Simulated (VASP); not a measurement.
# AlN (zinc blende type) (F-43m) in VASP: a series of runs

The runs below take AlN (zinc blende type) through single point, with PBE.

Everything below comes from runs of VASP 6.6.1. Logs are shortened: lines on timing, memory, paths and dates and some standing lists are left out, and cuts for length are marked.

## Step 1: The cell of the first run

It takes space group F-43m (No. 216, cubic). Conventional cell: a = 4.400 Å, b = 4.400 Å, c = 4.400 Å, α = 90.00°, β = 90.00°, γ = 90.00°. Al (site symmetry -43m) has 4 N at 1.91 Å within 2.5 Å. N (site symmetry -43m) has 4 Al at 1.91 Å within 2.5 Å.

## Step 2: Single point, PBE

Contents of INCAR:

```
  ALGO = Normal
  EDIFF = 1E-6
  ENCUT = 520
  GGA = PE
  ISIF = 2
  ISMEAR = -1
  LASPH = T
  LCHARG = F
  LREAL = F
  LWAVE = F
  NBANDS = 11
  NELM = 100
  PREC = Accurate
  SIGMA = 0.02
```

Contents of KPOINTS:

```
k-points
0
Gamma
  6 6 6
```

Contents of POSCAR:

```
AlN
1.0
    0.0000000000      2.2000000000      2.2000000000
    2.2000000000      0.0000000000      2.2000000000
    2.2000000000      2.2000000000      0.0000000000
Al N
1 1
Direct
    0.0000000000      0.0000000000      0.0000000000
    0.2500000000      0.2500000000      0.2500000000
```

Potentials or basis: VASP PAW PBE potentials, release 64 (Al, N).

Launch:

```
$ cat potpaw_PBE.64/Al/POTCAR potpaw_PBE.64/N/POTCAR > POTCAR
$ mpirun -np 1 vasp_std > vasp.out
```

OUTCAR:

```text
EDIFF = 1E-6
   ENCUT = 520
   GGA = PE
   ISIF = 2
   ISMEAR = -1
   LASPH = T
   LREAL = F
   NELM = 100
   PREC = Accurate

 ion  position               nearest neighbor table
   1  0.000  0.000  0.000-   2 1.91   2 1.91   2 1.91   2 1.91
   2  0.250  0.250  0.250-   1 1.91   1 1.91   1 1.91   1 1.91

  LATTYP: Found a face centered cubic cell.
 ALAT       =     4.4000000000

  Lattice vectors:

 A1 = (   0.0000000000,   2.2000000000,   2.2000000000)
 A2 = (   2.2000000000,   0.0000000000,   2.2000000000)
 A3 = (   2.2000000000,   2.2000000000,   0.0000000000)

Analysis of symmetry for initial positions (statically):
=====================================================================
 Subroutine PRICEL returns:
 Original cell was already a primitive cell.

 Routine SETGRP: Setting up the symmetry group for a
 face centered cubic supercell.

 Subroutine GETGRP returns: Found 24 space group operations
 (whereof 24 operations were pure point group operations)
 out of a pool of 48 trial point group operations.

The static configuration has the point symmetry T_d .

Analysis of symmetry for dynamics (positions and initial velocities):
=====================================================================
 Subroutine PRICEL returns:
 Original cell was already a primitive cell.

 Routine SETGRP: Setting up the symmetry group for a
 face centered cubic supercell.

 Subroutine GETGRP returns: Found 24 space group operations
 (whereof 24 operations were pure point group operations)
 out of a pool of 48 trial point group operations.

The dynamic configuration has the point symmetry T_d .

 Subroutine INISYM returns: Found 24 space group operations
 (whereof 24 operations are pure point group operations),
 and found     1 'primitive' translations

----------------------------------------------------------------------------------------

                                     Primitive cell

  volume of cell :      21.2960

  direct lattice vectors                    reciprocal lattice vectors
     0.000000000  2.200000000  2.200000000    -0.227272727  0.227272727  0.227272727
     2.200000000  0.000000000  2.200000000     0.227272727 -0.227272727  0.227272727
     2.200000000  2.200000000  0.000000000     0.227272727  0.227272727 -0.227272727

  length of vectors
     3.111269837  3.111269837  3.111269837     0.393647911  0.393647911  0.393647911

  position of ions in fractional coordinates (direct lattice)
     0.000000000  0.000000000  0.000000000
     0.250000000  0.250000000  0.250000000

  ion indices of the primitive-cell ions
   primitive index   ion index
                 1           1
                 2           2

----------------------------------------------------------------------------------------

 KPOINTS: k-points

Automatic generation of k-mesh.
 Grid dimensions read from file:
 generate k-points for:    6    6    6

 Generating k-lattice:

  Cartesian coordinates                     Fractional coordinates (reciprocal lattice)
    -0.037878788  0.037878788  0.037878788     0.166666667  0.000000000  0.000000000
     0.037878788 -0.037878788  0.037878788     0.000000000  0.166666667  0.000000000
     0.037878788  0.037878788 -0.037878788     0.000000000  0.000000000  0.166666667

  Length of vectors
     0.065607985  0.065607985  0.065607985

  Shift w.r.t. Gamma in fractional coordinates (k-lattice)
     0.000000000  0.000000000  0.000000000

 Subroutine IBZKPT returns following result:
 ===========================================

 Found     16 irreducible k-points:

 Following reciprocal coordinates:
            Coordinates               Weight
  0.000000  0.000000  0.000000      1.000000
  0.166667  0.000000  0.000000      8.000000
  0.333333  0.000000  0.000000      8.000000
  0.500000  0.000000  0.000000      4.000000
  0.166667  0.166667  0.000000      6.000000
  0.333333  0.166667  0.000000     24.000000
[... 8 lines left out ...]
 -0.333333  0.333333  0.166667     24.000000
 -0.333333  0.500000  0.166667     12.000000
   k-points           NKPTS =     16   k-points in BZ     NKDIM =     16   number of bands    NBANDS=     11
   number of dos      NEDOS =    301   number of ions     NIONS =      2
   total plane-waves  NPLWV =  13824
   dimension x,y,z NGX =    24 NGY =   24 NGZ =   24
   dimension x,y,z NGXF=    48 NGYF=   48 NGZF=   48
   ions per type =               1   1
   NGX,Y,Z   is equivalent  to a cutoff of  12.82, 12.82, 12.82 a.u.
   NGXF,Y,Z  is equivalent  to a cutoff of  25.65, 25.65, 25.65 a.u.
 SYSTEM =  unknown system
   PREC   = accura    normal or accurate (medium, high low for compatibility)
   ISTART =      0    job   : 0-new  1-cont  2-samecut
   ICHARG =      2    charge: 1-file 2-atom 10-const
   ISPIN  =      1    spin polarized calculation?
   LNONCOLLINEAR =      F non collinear calculations
   LSORBIT =      F    spin-orbit coupling
   LASPH  =      T    aspherical Exc in radial PAW
   ENCUT  =  520.0 eV  38.22 Ry    6.18 a.u.   5.78  5.78  5.78*2*pi/ulx,y,z
   NELM   =    100;   NELMIN=  2; NELMDL= -5     # of ELM steps
   EDIFF  = 0.1E-05   stopping-criterion for ELM
   LREAL  =      F    real-space projection
   EDIFFG = 0.1E-04   stopping-criterion for IOM
   NSW    =      0    number of steps for IOM
   IBRION =     -1    ionic relax: 0-MD 1-quasi-New 2-CG
   NFREE  =      0    steps in history (QN), initial steepest desc. (CG)
   ISIF   =      2    stress and relaxation
   ISYM   =      2    0-nonsym 1-usesym 2-fastsym
   POTIM  = 0.5000    time-step for ionic-motion
   TEBEG  =    0.0;   TEEND  =   0.0 temperature during run
   PSTRESS=    0.0 pullay stress
   NELECT =       8.0000    total number of electrons
   NUPDOWN=      -1.0000    fix difference up-down
   EMIN   =  10.00;   EMAX   =-10.00  energy-range for DOS
   EFERMI =   0.00;   METHOD = LEGACY
   ISMEAR =    -1;   SIGMA  =   0.02  broadening in eV -4-tet -1-fermi 0-gaus
   EFERMI_NEDOS =   21; number of points for ismear=-14 and -15
   IALGO  =     38    algorithm
   IMIX   =      4    mixing-type and parameters
     AMIX     =   0.40;   BMIX     =  1.00
     AMIX_MAG =   1.60;   BMIX_MAG =  1.00
  volume/ion in A,a.u.               =      10.65        71.86
  Fermi-wavevector in a.u.,A,eV,Ry     =   1.181242  2.232223 18.984648  1.395332
  Thomas-Fermi vector in A             =   2.317519
   LORBIT       =      0    0 simple, 1 ext, 2 COOP (PROOUT), +10 PAW based schemes
   GGA     = PE    functional components
   LHFCALC =     F    Hartree Fock is set to
   AEXX    =    0.0000 exact exchange contribution
   IVDW    =     0    specifies the selected vdW correction
   LEPSILON=     F    determine dielectric tensor
   LRPA    =     F    only Hartree local field effects (RPA)
 non-spin polarized calculation
  energy-cutoff  :      520.00
  volume of cell :       21.30
 maximum number of plane-waves:       588
   NGX = 11   NGY = 11   NGZ = 11

 number of electron       8.0000001 magnetization

 Free energy of the ion-electron system (eV)
  ---------------------------------------------------
  ext. energy  EPLUGINS =         0.00000000
  ---------------------------------------------------
  free energy    TOTEN  =       -14.84556966 eV

  energy without entropy =      -14.84556966  energy(sigma->0) =      -14.84556966

 E-fermi :   6.2619     XC(G=0): -10.8378

 val. band max:        5.7675138918   @ k =   0.0000   0.0000   0.0000
 cond. band min:       9.0716672254   @ k =   0.5000   0.5000   0.0000
 fundamental gap:      3.3041533335
 Fermi energy:         6.2618916072

 k-point     1 :       0.0000    0.0000    0.0000
  band No.  band energies     occupation
      1      -9.0877      2.00000
      2       5.7675      2.00000
      3       5.7675      2.00000
      4       5.7675      2.00000
      5       9.7699      0.00000
      6      18.1103      0.00000
      7      18.1103      0.00000
      8      18.1103      0.00000
      9      23.2792      0.00000
     10      23.2792      0.00000
     11      24.6391      0.00000

 k-point     2 :       0.1667    0.0000    0.0000
  band No.  band energies     occupation
      1      -8.7008      2.00000
      2       3.9251      2.00000
      3       5.6359      2.00000
      4       5.6359      2.00000
      5      11.1981      0.00000
      6      17.2043      0.00000
      7      18.2811      0.00000
      8      18.2811      0.00000
      9      21.4952      0.00000
     10      21.4952      0.00000
     11      23.2193      0.00000

 k-point     3 :       0.3333    0.0000    0.0000
  band No.  band energies     occupation
      1      -7.7440      2.00000
      2       1.2768      2.00000
      3       5.3982      2.00000
      4       5.3982      2.00000
      5      12.5859      0.00000
      6      15.9886      0.00000
      7      17.3431      0.00000
      8      17.3431      0.00000
      9      22.8544      0.00000
     10      23.0664      0.00000
     11      23.0664      0.00000

 k-point     4 :       0.5000    0.0000    0.0000
  band No.  band energies     occupation
      1      -7.1037      2.00000
      2       0.0038      2.00000
      3       5.2901      2.00000
      4       5.2901      2.00000
      5      12.9471      0.00000
      6      15.4820      0.00000
      7      16.7746      0.00000
      8      16.7746      0.00000
      9      23.4660      0.00000
     10      25.5715      0.00000
     11      25.5715      0.00000
[... 127 lines left out ...]
 k-point    14 :       0.5000    0.3333    0.1667
  band No.  band energies     occupation
      1      -7.0654      2.00000
      2       1.5051      2.00000
      3       3.4833      2.00000
      4       4.5651      2.00000
      5      12.1261      0.00000
      6      16.0654      0.00000
      7      16.4091      0.00000
      8      19.0531      0.00000
      9      21.2679      0.00000
     10      25.4404      0.00000
     11      28.5476      0.00000

 k-point    15 :      -0.3333    0.3333    0.1667
  band No.  band energies     occupation
      1      -6.6216      2.00000
      2       1.2091      2.00000
      3       2.8745      2.00000
      4       4.1447      2.00000
      5      12.1990      0.00000
      6      15.6543      0.00000
      7      17.5966      0.00000
      8      18.6506      0.00000
      9      22.3101      0.00000
     10      24.1306      0.00000
     11      29.4293      0.00000

 k-point    16 :      -0.3333    0.5000    0.1667
  band No.  band energies     occupation
      1      -6.4486      2.00000
      2       1.5075      2.00000
      3       3.0305      2.00000
      4       3.3086      2.00000
      5      10.9716      0.00000
      6      15.9219      0.00000
      7      18.5173      0.00000
      8      18.5266      0.00000
      9      22.0546      0.00000
     10      25.7284      0.00000
     11      29.8924      0.00000

------------------------ aborting loop because EDIFF is reached ----------------------------------------

  FORCE on cell =-STRESS in cart. coord.  units (eV):
  Direction    XX          YY          ZZ          XY          YZ          ZX
  --------------------------------------------------------------------------------------
  -------------------------------------------------------------------------------------
  Total        0.0175654      0.0175654      0.0175654      0.0000000     -0.0000000      0.0000000
  in kB        1.3215082      1.3215082      1.3215082      0.0000000     -0.0000000      0.0000000
  external PRESSURE =       1.3215082 kB  Pullay stress =       0.0000000 kB

 VOLUME and BASIS-vectors are now :
 -----------------------------------------------------------------------------
  energy-cutoff  :      520.00
  volume of cell :       21.30
      direct lattice vectors                 reciprocal lattice vectors
     0.000000000  2.200000000  2.200000000    -0.227272727  0.227272727  0.227272727
     2.200000000  0.000000000  2.200000000     0.227272727 -0.227272727  0.227272727
     2.200000000  2.200000000  0.000000000     0.227272727  0.227272727 -0.227272727

 POSITION                                       TOTAL-FORCE (eV/Angst)
 -----------------------------------------------------------------------------------
      0.00000      0.00000      0.00000         0.000000      0.000000      0.000000
      1.10000      1.10000      1.10000        -0.000000     -0.000000     -0.000000
 -----------------------------------------------------------------------------------
    total drift:                                0.000000      0.000000      0.000000

  FREE ENERGIE OF THE ION-ELECTRON SYSTEM (eV)
  ---------------------------------------------------
  free  energy   TOTEN  =       -14.8455696604 eV

  energy  without entropy=      -14.8455696604  energy(sigma->0) =      -14.84556966
```

Wall time 10 s (1 thread of AMD EPYC, shared host); peak memory 0.1 GiB.

Results:

```
Free energy            : -14.8456 eV
Pressure               : 0.1 GPa
Band gap on the k mesh : 3.30 eV, indirect (least direct gap 4.00 eV)
```

A k mesh can miss the band edges. As with any semilocal functional, this PBE gap is likely too small.

## Step 3: Single point, PBE

Contents of INCAR:

```
SYSTEM = AlN
ALGO = Normal ; EDIFF = 1E-7
ENCUT = 520 ; GGA = PE
ISIF = 2 ; ISMEAR = -1
LASPH = .True. ; LCHARG = .True.
LELF = .True. ; LREAL = .False.
LVHAR = .True. ; LWAVE = .False.
NBANDS = 11 ; NELM = 60
PREC = Accurate ; SIGMA = 0.02
```

Contents of KPOINTS:

```
k-points
0
Gamma
  6 6 6
  0 0 0
```

POSCAR is that of step 2.

Potentials or basis: VASP PAW PBE potentials, release 64 (Al, N).

Launch:

```
$ cat potpaw_PBE.64/Al/POTCAR potpaw_PBE.64/N/POTCAR > POTCAR
$ mpirun -np 1 vasp_std > vasp.out
```

Run time: 12 s. Hardware: 1 thread of AMD EPYC, shared host; peak memory 0.1 GiB.

It converged, with:

```yaml
Free_energy: -14.8456 eV
Pressure: 0.1 GPa
Band_gap_on_the_k_mesh: 3.30 eV, indirect (least direct gap 4.00 eV)
```

Levels at points of the mesh, in eV from the valence-band top:
| k point | band 1 | band 2 | band 3 | band 4 | band 5 | band 6 | band 7 | band 8 | band 9 |
| --- | --- | --- | --- | --- | --- | --- | --- | --- | --- |
| (0.00, 0.00, 0.00) | -14.86 | 0.00 | 0.00 | 0.00 | 4.00 | 12.34 | 12.34 | 12.34 | 17.51 |
| (0.50, 0.00, 0.00) | -12.87 | -5.76 | -0.48 | -0.48 | 7.18 | 9.71 | 11.01 | 11.01 | 17.70 |
| (0.50, 0.50, 0.00) | -12.26 | -4.84 | -1.75 | -1.75 | 3.30 | 8.48 | 13.66 | 15.46 | 15.46 |

## Step 4: Single point, PBE

Contents of INCAR:

```
SYSTEM = AlN
PREC     = Accurate       ! precision mode
ENCUT    = 520            ! plane-wave cutoff, eV
EDIFF    = 1E-6           ! SCF threshold, eV
ISMEAR   = -1             ! smearing method
SIGMA    = 0.1            ! smearing width, eV
LREAL    = .False.        ! projectors in reciprocal space
LASPH    = .True.         ! aspherical terms in the spheres
NELM     = 60             ! most SCF steps
ALGO     = Normal         ! electronic algorithm
ISIF     = 2              ! what is computed and relaxed
LWAVE    = .False.        ! write WAVECAR
LCHARG   = .False.        ! write CHGCAR
GGA      = PE             ! functional
NBANDS   = 11             ! bands
```

Contents of KPOINTS:

```
Automatic mesh
0
Gamma
  8 8 8
  0 0 0
```

POSCAR is that of step 3.

Launch:

```
$ cat potpaw_PBE.64/Al/POTCAR potpaw_PBE.64/N/POTCAR > POTCAR
$ mpirun -np 1 vasp_std > vasp.out
```

It took 15 s on 1 thread of AMD EPYC, shared host; peak memory 0.1 GiB.

It converged, with:

```yaml
Free_energy: -14.8473 eV
Pressure: 0.1 GPa
Band_gap_on_the_k_mesh: 3.31 eV, indirect (least direct gap 4.00 eV)
```

Levels at points of the mesh, in eV from the valence-band top:
```tsv
k point	band 1	band 2	band 3	band 4	band 5	band 6	band 7	band 8	band 9
(0.00, 0.00, 0.00)	-14.85	0.00	0.00	0.00	4.00	12.34	12.34	12.34	17.51
(0.50, 0.00, 0.00)	-12.87	-5.76	-0.48	-0.48	7.18	9.71	11.01	11.01	17.70
(0.50, 0.50, 0.00)	-12.26	-4.84	-1.75	-1.75	3.31	8.48	13.66	15.46	15.46
```
